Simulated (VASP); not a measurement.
Set up this calculation in VASP 6.6.1, as the native input.

* Task: single point
* Functional: PBEsol
* Potentials or basis: VASP PAW PBE potentials, release 64 (Y_sv, Zn)
* Cutoff: 520 eV
* k mesh: 12 × 12 × 12
* Occupations: gaussian, width 0.1 eV
* Spin: no spin polarisation
* Dipole correction: no
* Further INCAR settings: ALGO = Normal; EDIFF = 1e-07; NBANDS = 18

The structure of YZn lies in POSCAR:

```
YZn
1.0
    3.5213664718      0.0000000000      0.0000000000
    0.0000000000      3.5213664718      0.0000000000
    0.0000000000      0.0000000000      3.5213664718
Y Zn
1 1
Direct
    0.0000000000      0.0000000000      0.0000000000
    0.5000000000      0.5000000000      0.5000000000
```

The input as run:

INCAR

```
  PREC = Accurate
  ENCUT = 520
  EDIFF = 1E-7
  ISMEAR = 0
  SIGMA = 0.1
  LREAL = F
  LASPH = T
  NELM = 100
  ALGO = Normal
  ISIF = 2
  LWAVE = F
  LCHARG = F
  GGA = PS
  NBANDS = 18
```

KPOINTS

```
regular mesh
0
Gamma
  12 12 12
```

Potentials or basis: VASP PAW PBE potentials, release 64 (Y_sv, Zn).

The run is started by

```console
$ cat potpaw_PBE.64/Y_sv/POTCAR potpaw_PBE.64/Zn/POTCAR > POTCAR
$ mpirun -np 1 vasp_std > vasp.out
```

It gave:

| Item | Value |
| --- | --- |
| Pressure | -0.1 GPa |

Caveat: the PAW data sets were made with another functional, which shifts forces and pressure a little.

Run time: 55 s on 1 thread of AMD EPYC 9R45 (Zen 5) (shared host), peak memory 0.19 GiB.
